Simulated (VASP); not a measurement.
LiCl:

```
CELL_PARAMETERS angstrom
0.00000 2.56477 2.56477
2.56477 0.00000 2.56477
2.56477 2.56477 0.00000
ATOMIC_POSITIONS crystal
Li 0.00000 0.00000 0.00000
Cl 0.50000 0.50000 0.50000
```

| Item | Value |
| --- | --- |
| Program | VASP 6.6.1 |
| Task | relaxation of cell and atoms |
| Functional | LDA |
| Potentials or basis | VASP PAW LDA potentials, release 64 (Li_sv, Cl) |
| Cutoff | 600 eV |
| k mesh | 8 × 8 × 8 |
| Occupations | gaussian, width 0.02 eV |
| Spin | no spin polarisation |

At the start: pressure -3.3 GPa; volume 16.87 Å³/atom.

Q: Where does the relaxation end?

A: Over 4 steps the energy falls by 18.2 meV/atom and the volume is 15.25 Å³/atom (-9.6 %); space group Fm-3m (No. 225, to 0.1 Å) before and after.

Step by step:
```
step  energy change (eV)  largest force (eV/Å)  pressure (GPa)  volume (Å³)
   1              0.0000                0.0000           -3.31        33.74
   2             -0.0271                0.0000           -1.82        32.07
   3             -0.0363                0.0000           -0.19        30.66
   4             -0.0364                0.0000            0.02        30.51
```

Final structure:
```yaml
crystal:
  lattice:
    - [0.00000, 2.48008, 2.48008]
    - [2.48008, 0.00000, 2.48008]
    - [2.48008, 2.48008, 0.00000]
  atoms:
    - { symbol: Li, position: [0.00000, 0.00000, 0.00000] }
    - { symbol: Cl, position: [0.50000, 0.50000, 0.50000] }
```

Caveat: the cutoff is under 1.25 times the usual one of these potentials, so pressure, stress and relaxed cells hold a basis-set (Pulay) error.
